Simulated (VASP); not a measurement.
# Cu (Fm-3m) in VASP: notebook, part 2 of 2

VASP 6.6.1. Earlier steps stand in the parts before.

### Step 5. Relaxation of cell and atoms, LDA

This run uses another cell than the first one, of 10.90 Å³/atom, 0.972 times its volume.

Contents of INCAR:

```
SYSTEM = Cu
ALGO = Fast
EDIFF = 1E-6
EDIFFG = -0.002
ENCUT = 600
IBRION = 2
ISIF = 3
ISMEAR = 0
LASPH = .True.
LCHARG = .False.
LREAL = .False.
LWAVE = .False.
NELM = 60
NSW = 100
PREC = Accurate
SIGMA = 0.1
```

Contents of KPOINTS:

```
k-points
0
Gamma
  20 20 20
  0 0 0
```

Contents of POSCAR:

```
Cu
1.0
    0.0000000000      1.7598111923      1.7598111923
    1.7598111923      0.0000000000      1.7598111923
    1.7598111923      1.7598111923      0.0000000000
Cu
1
Direct
    0.0000000000      0.0000000000      0.0000000000
```

Potentials or basis: VASP PAW LDA potentials, release 64 (Cu).

On the command line:

```sh
$ cat potpaw_LDA.64/Cu/POTCAR > POTCAR
$ mpirun -np 1 vasp_std > vasp.out
```

OUTCAR:

```text
SYSTEM = Cu
   EDIFF = 1E-6
   EDIFFG = -0.002
   ENCUT = 600
   IBRION = 2
   ISIF = 3
   ISMEAR = 0
   LASPH = .True.
   LREAL = .False.
   NELM = 60
   NSW = 100
   PREC = Accurate

 ion  position               nearest neighbor table
   1  0.000  0.000  0.000-

  LATTYP: Found a face centered cubic cell.
 ALAT       =     3.5196223846

  Lattice vectors:

 A1 = (   0.0000000000,   1.7598111923,   1.7598111923)
 A2 = (   1.7598111923,   0.0000000000,   1.7598111923)
 A3 = (   1.7598111923,   1.7598111923,   0.0000000000)

Analysis of symmetry for initial positions (statically):
=====================================================================
 Subroutine PRICEL returns:
 Original cell was already a primitive cell.

 Routine SETGRP: Setting up the symmetry group for a
 face centered cubic supercell.

 Subroutine GETGRP returns: Found 48 space group operations
 (whereof 48 operations were pure point group operations)
 out of a pool of 48 trial point group operations.

The static configuration has the point symmetry O_h .

Analysis of symmetry for dynamics (positions and initial velocities):
=====================================================================
 Subroutine PRICEL returns:
 Original cell was already a primitive cell.

 Routine SETGRP: Setting up the symmetry group for a
 face centered cubic supercell.

 Subroutine GETGRP returns: Found 48 space group operations
 (whereof 48 operations were pure point group operations)
 out of a pool of 48 trial point group operations.

The dynamic configuration has the point symmetry O_h .

 Subroutine INISYM returns: Found 48 space group operations
 (whereof 48 operations are pure point group operations),
 and found     1 'primitive' translations

----------------------------------------------------------------------------------------

                                     Primitive cell

  volume of cell :      10.9000

  direct lattice vectors                    reciprocal lattice vectors
     0.000000000  1.759811192  1.759811192    -0.284121389  0.284121389  0.284121389
     1.759811192  0.000000000  1.759811192     0.284121389 -0.284121389  0.284121389
     1.759811192  1.759811192  0.000000000     0.284121389  0.284121389 -0.284121389

  length of vectors
     2.488748855  2.488748855  2.488748855     0.492112681  0.492112681  0.492112681

  position of ions in fractional coordinates (direct lattice)
     0.000000000  0.000000000  0.000000000

  ion indices of the primitive-cell ions
   primitive index   ion index
                 1           1

----------------------------------------------------------------------------------------

 KPOINTS: k-points

Automatic generation of k-mesh.
 Grid dimensions read from file:
 generate k-points for:   20   20   20

 Generating k-lattice:

  Cartesian coordinates                     Fractional coordinates (reciprocal lattice)
[... 39 lines left out ...]
 -0.400000  0.050000  0.000000     24.000000
 -0.350000  0.050000  0.000000     24.000000
 [... further k-points ...]
   k-points           NKPTS =    256   k-points in BZ     NKDIM =    256   number of bands    NBANDS=      9
   number of dos      NEDOS =    301   number of ions     NIONS =      1
   total plane-waves  NPLWV =   8000
   dimension x,y,z NGX =    20 NGY =   20 NGZ =   20
   dimension x,y,z NGXF=    40 NGYF=   40 NGZF=   40
   ions per type =               1
   NGX,Y,Z   is equivalent  to a cutoff of  13.36, 13.36, 13.36 a.u.
   NGXF,Y,Z  is equivalent  to a cutoff of  26.72, 26.72, 26.72 a.u.
 SYSTEM =  Cu
   PREC   = accura    normal or accurate (medium, high low for compatibility)
   ISTART =      0    job   : 0-new  1-cont  2-samecut
   ICHARG =      2    charge: 1-file 2-atom 10-const
   ISPIN  =      1    spin polarized calculation?
   LNONCOLLINEAR =      F non collinear calculations
   LSORBIT =      F    spin-orbit coupling
   LASPH  =      T    aspherical Exc in radial PAW
   ENCUT  =  600.0 eV  44.10 Ry    6.64 a.u.   4.97  4.97  4.97*2*pi/ulx,y,z
   NELM   =     60;   NELMIN=  2; NELMDL= -5     # of ELM steps
   EDIFF  = 0.1E-05   stopping-criterion for ELM
   LREAL  =      F    real-space projection
   EDIFFG = -.2E-02   stopping-criterion for IOM
   NSW    =    100    number of steps for IOM
   IBRION =      2    ionic relax: 0-MD 1-quasi-New 2-CG
   NFREE  =      1    steps in history (QN), initial steepest desc. (CG)
   ISIF   =      3    stress and relaxation
   ISYM   =      2    0-nonsym 1-usesym 2-fastsym
   POTIM  = 0.5000    time-step for ionic-motion
   TEBEG  =    0.0;   TEEND  =   0.0 temperature during run
   PSTRESS=    0.0 pullay stress
   NELECT =      11.0000    total number of electrons
   NUPDOWN=      -1.0000    fix difference up-down
   EMIN   =  10.00;   EMAX   =-10.00  energy-range for DOS
   EFERMI =   0.00;   METHOD = LEGACY
   ISMEAR =     0;   SIGMA  =   0.10  broadening in eV -4-tet -1-fermi 0-gaus
   EFERMI_NEDOS =   21; number of points for ismear=-14 and -15
   IALGO  =     68    algorithm
   IMIX   =      4    mixing-type and parameters
     AMIX     =   0.40;   BMIX     =  1.00
     AMIX_MAG =   1.60;   BMIX_MAG =  1.00
  volume/ion in A,a.u.               =      10.90        73.56
  Fermi-wavevector in a.u.,A,eV,Ry     =   1.642088  3.103096 36.687452  2.696452
  Thomas-Fermi vector in A             =   2.732449
   LORBIT       =      0    0 simple, 1 ext, 2 COOP (PROOUT), +10 PAW based schemes
   GGA     = CA    functional components
   LHFCALC =     F    Hartree Fock is set to
   AEXX    =    0.0000 exact exchange contribution
   IVDW    =     0    specifies the selected vdW correction
   LEPSILON=     F    determine dielectric tensor
   LRPA    =     F    only Hartree local field effects (RPA)
 conjugate gradient relaxation of ions
 non-spin polarized calculation
 RMM-DIIS sequential band-by-band and
 Gauss-broadening in eV      SIGMA  =   0.10
  energy-cutoff  :      600.00
  volume of cell :       10.90
 maximum number of plane-waves:       380
   NGX =  9   NGY =  9   NGZ =  9

--------------------------------------- Ionic step        1  -------------------------------------------

 number of electron      10.9999999 magnetization

 Free energy of the ion-electron system (eV)
  ---------------------------------------------------
  ext. energy  EPLUGINS =         0.00000000
  ---------------------------------------------------
  free energy    TOTEN  =        -4.70913492 eV

  energy without entropy =       -4.70788548  energy(sigma->0) =       -4.70851020

------------------------ aborting loop because EDIFF is reached ----------------------------------------

  FORCE on cell =-STRESS in cart. coord.  units (eV):
  Direction    XX          YY          ZZ          XY          YZ          ZX
  --------------------------------------------------------------------------------------
  -------------------------------------------------------------------------------------
  Total        0.0792908      0.0792908      0.0792908     -0.0000000      0.0000000      0.0000000
  in kB       11.6548055     11.6548055     11.6548055     -0.0000000      0.0000000      0.0000000
  external PRESSURE =      11.6548055 kB  Pullay stress =       0.0000000 kB
[... 57 lines left out ...]
--------------------------------------- Ionic step        3  -------------------------------------------

 number of electron      11.0000001 magnetization

 Free energy of the ion-electron system (eV)
  ---------------------------------------------------
  ext. energy  EPLUGINS =         0.00000000
  ---------------------------------------------------
  free energy    TOTEN  =        -4.70922250 eV

  energy without entropy =       -4.70797157  energy(sigma->0) =       -4.70859704

 E-fermi :   8.3045     XC(G=0): -13.5528

 val. band max:        8.2483821200   @ k =   0.4500   0.3000   0.0000
 cond. band min:       8.3134966679   @ k =   0.5000   0.2500   0.1000
 fundamental gap:      0.0651145479
 Fermi energy:         8.3045146113

 k-point     1 :       0.0000    0.0000    0.0000
  band No.  band energies     occupation
      1      -1.6113      2.00000
      2       5.0145      2.00000
      3       5.0145      2.00000
      4       5.0145      2.00000
      5       5.9569      2.00000
      6       5.9569      2.00000
      7      31.6111      0.00000
      8      34.6885      0.00000
      9      34.6885      0.00000
[... 265 lines left out ...]
 k-point    24 :      -0.3500    0.0500    0.0000
  band No.  band energies     occupation
      1       2.3275      2.00000
      2       5.0480      2.00000
      3       5.0934      2.00000
      4       5.2343      2.00000
      5       6.3079      2.00000
      6       6.6223      2.00000
      7      16.0609      0.00000
      8      28.9843      0.00000
      9      31.4061      0.00000

 [... further k-points ...]
[... 5 lines left out ...]
  --------------------------------------------------------------------------------------
  -------------------------------------------------------------------------------------
  Total        0.0009623      0.0009623      0.0009623     -0.0000000      0.0000000     -0.0000000
  in kB        0.1408562      0.1408562      0.1408562     -0.0000000      0.0000000     -0.0000000
  external PRESSURE =       0.1408562 kB  Pullay stress =       0.0000000 kB
[... 16 lines left out ...]
  FREE ENERGIE OF THE ION-ELECTRON SYSTEM (eV)
  ---------------------------------------------------
  free  energy   TOTEN  =        -4.7092225028 eV

  energy  without entropy=       -4.7079715680  energy(sigma->0) =       -4.70859704

 reached required accuracy - stopping structural energy minimisation
```

OSZICAR:

```text
N       E                     dE             d eps       ncg     rms          rms(c)
DAV:   1     0.372918650298E+02    0.37292E+02   -0.61536E+03  4736   0.235E+03
DAV:   2    -0.525083688801E+01   -0.42543E+02   -0.40515E+02  4635   0.208E+02
DAV:   3    -0.572280749154E+01   -0.47197E+00   -0.47084E+00  5527   0.316E+01
[... 26 lines left out ...]
RMM:   4    -0.470926889638E+01    0.32439E-03   -0.51626E-04  4649   0.316E-01    0.597E-02
RMM:   5    -0.470922061684E+01    0.48280E-04   -0.20108E-04  4667   0.396E-01    0.985E-03
RMM:   6    -0.470922545266E+01   -0.48358E-05   -0.45865E-05  4617   0.834E-02    0.146E-02
RMM:   7    -0.470922227685E+01    0.31758E-05   -0.12024E-05  4495   0.903E-02    0.233E-04
RMM:   8    -0.470922250281E+01   -0.22596E-06   -0.19934E-06  3352   0.194E-02
   3 F= -.47092225E+01 E0= -.47085970E+01  d E =-.875833E-04
```

It took 61 s on 1 thread of AMD EPYC 7R43 (Zen 3), shared host; peak memory 0.11 GiB.

What came out:

```yaml
Free_energy: -4.7092 eV
Relaxed_volume: 10.95 Å³/atom
Relaxed_cell: a = 2.492 Å, b = 2.492 Å, c = 2.492 Å, α = 60.00°, β = 60.00°, γ = 60.00°
Space_group_after_relaxing_to_0.05_Å: Fm-3m (No. 225)
Energy_gained_by_relaxing: 0.1 meV/atom
Ionic_steps: 3
Pressure_after_relaxing: 0.0 GPa
```

Final structure:
```xyz
1
Lattice="0.0000 1.7623 1.7623 1.7623 0.0000 1.7623 1.7623 1.7623 0.0000" Properties=species:S:1:pos:R:3 pbc="T T T"
Cu    0.0000    0.0000    0.0000
```

### Step 6. Overview

```tsv
task	cell	cutoff (eV)	gap on the mesh (eV)	pressure (GPa)
single point	a = 2.512 Å, angles 60.0°, 1 atom	520	none	-4.2
single point	a = 2.536 Å, angles 60.0°, 1 atom	520	none	-8.7
single point	a = 2.560 Å, angles 60.0°, 1 atom	520	none	-12.3
relaxation of cell and atoms	relaxed from a = 2.489 Å, angles 60.0°, 1 atom	600	none	0.0
```

Alike in all rows: level LDA; potentials or basis VASP PAW LDA potentials, release 64 (Cu); no spin polarisation; k mesh 20 × 20 × 20; smearing gaussian 0.1 eV.

Absolute energies hang on the potentials; compare differences alone.
